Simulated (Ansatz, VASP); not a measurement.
# Sb in VASP and in Ansatz

```xyz
2
Lattice="2.1506 1.2416 3.7440 -2.1506 1.2416 3.7440 0.0000 -2.4833 3.7440" Properties=species:S:1:pos:R:3 pbc="T T T"
Sb    0.2121    0.2121    2.9242
Sb    0.0000    0.0000    8.6078
```

Alike in both runs: task single point; functional PBEsol; k mesh 12 × 12 × 12; occupations gaussian, width 0.15 eV; no spin polarisation.

|  | VASP | Ansatz |
| --- | --- | --- |
| version | VASP 6.6.1 | Ansatz 0.2.0 |
| potentials or method | VASP PAW PBE potentials, release 64 (Sb), cutoff 520 eV | scalar-relativistic, plane waves, PAW |
| valence electrons in the cell | 10 | 30 |

|  | VASP | Ansatz | Ansatz less VASP |
| --- | --- | --- | --- |
| gap on the k mesh at the Fermi level (eV) | none | none | - |
| pressure (GPa) | -0.6 | -0.8 | -0.15 |
| traceless stress, the component that is largest in VASP (GPa) | -2.02 | -2.07 | -0.049 |
| rms of the force components (eV/Å) | 0.162 | 0.139 | -0.0231 |

VASP's potentials were made for PBE, not for PBEsol. Atom by atom the forces differ by 0.024 eV/Å (rms over components). A gap of «none» marks a metal or a gap that the smearing closes. VASP's potentials hold 10 valence electrons a cell and Ansatz's 30, so a difference there can come from the potentials and not from the codes.

Spin-orbit coupling is off throughout.
